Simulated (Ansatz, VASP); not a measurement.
## Ca in VASP and in Ansatz

File INCAR:

```
SYSTEM = Ca
  PREC = Accurate
  ENCUT = 600
  EDIFF = 1E-6
  ISMEAR = 0
  SIGMA = 0.1
  LREAL = .False.
  LASPH = .True.
  NELM = 100
  ALGO = Normal
  ISIF = 3
  LWAVE = .False.
  LCHARG = .False.
  GGA = CA
  IBRION = 2
  NSW = 100
  EDIFFG = -0.002
```

The input KPOINTS:

```
Automatic mesh
0
Gamma
  14 14 14
  0 0 0
```

File POSCAR:

```
Ca
1.0
    0.0000000000      2.8005000000      2.8005000000
    2.8005000000      0.0000000000      2.8005000000
    2.8005000000      2.8005000000      0.0000000000
Ca
1
Direct
    0.0000000000      0.0000000000      0.0000000000
```

Input for Ansatz:

```yaml
crystal:
  lattice:
    - [0.0, 2.8005, 2.8005]
    - [2.8005, 0.0, 2.8005]
    - [2.8005, 2.8005, 0.0]
  atoms:
    - { symbol: Ca, position: [0.0, 0.0, 0.0] }
basis:
  ecutwfc: 420
kpoints:
  mp_grid: { grid: [14, 14, 14] }
hamiltonian:
  xc: lda
  pseudopotentials: { kind: paw, azcp: { folder: soft_1 } }
scf:
  occupations: { method: gaussian, width: 0.1 }
output:
  forces: true
  stress: true
  eigenvalues: true
  write_density: true
  write_potential: true
  elf: true
  volumetric_format: npy
relax:
  adjacent_minimum: "off"
  f_tol: 0.002
  max_steps: 80
  cell: { stress_tol: 0.02 }
```

Alike in both runs: task relaxation of cell and atoms; functional LDA; k mesh 14 × 14 × 14; occupations gaussian, width 0.1 eV; no spin polarisation.

```csv
,VASP,Ansatz
version,VASP 6.6.1,Ansatz 0.2.0
potentials or method,"VASP PAW LDA potentials, release 64 (Ca_sv), cutoff 600 eV","scalar-relativistic, plane waves, PAW"
valence electrons in the cell,10,10
```

|  | VASP | Ansatz | Ansatz less VASP |
| --- | --- | --- | --- |
| gap on the k mesh at the Fermi level, each at its own relaxed structure (eV) | none | none | - |
| relaxed volume (Å³/atom) | 38.05 | 38.02 | -0.037 |
| relaxed cell length with the largest relative difference (Å) | 3.775 | 3.774 | -0.0012 |

Ansatz warns that its potentials were made for another functional, while VASP's fit it. LDA's correlation is that of Perdew and Zunger in VASP and of Perdew and Wang (1992) in Ansatz. A gap of «none» marks a metal or a gap that the smearing closes.
